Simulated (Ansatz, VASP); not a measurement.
# Two plane-wave programs on ZnSiP2

```
CELL_PARAMETERS angstrom
-2.67646 2.67646 5.20839
2.67646 -2.67646 5.20839
2.67646 2.67646 -5.20839
ATOMIC_POSITIONS crystal
Zn 0.00000 0.00000 0.00000
Zn 0.75000 0.25000 0.50000
Si 0.50000 0.50000 0.00000
Si 0.25000 0.75000 0.50000
P 0.37500 0.39114 0.51614
P 0.87500 0.85886 0.48386
P 0.60886 0.12500 0.98386
P 0.14114 0.62500 0.01614
```

Alike in both runs: functional PBE; dispersion D3(BJ); k mesh 8 × 8 × 8; occupations gaussian, width 0.02 eV; no spin polarisation.

Ansatz relaxed the structure, and its values are those at the end. VASP's run is a single point on that final structure, the one shown.

|  | VASP | Ansatz |
| --- | --- | --- |
| version | VASP 6.6.1 | Ansatz 0.2.0 |
| potentials or method | VASP PAW PBE potentials, release 64 (Zn, Si, P), cutoff 520 eV | scalar-relativistic, plane waves, PAW |
| valence electrons in the cell | 52 | 52 |

VASP gave:

| Item | Value |
| --- | --- |
| gap on the k mesh at the Fermi level (eV) | 1.28 |
| least direct gap on the mesh (eV) | 1.28 |
| pressure (GPa) | 0.0 |
| rms of the force components (eV/Å) | 0.012 |

Q: What did Ansatz give for the same quantities?

A: gap on the k mesh at the Fermi level (eV): 1.27; least direct gap on the mesh (eV): 1.27; pressure (GPa): 0.0; rms of the force components (eV/Å): 0.002.
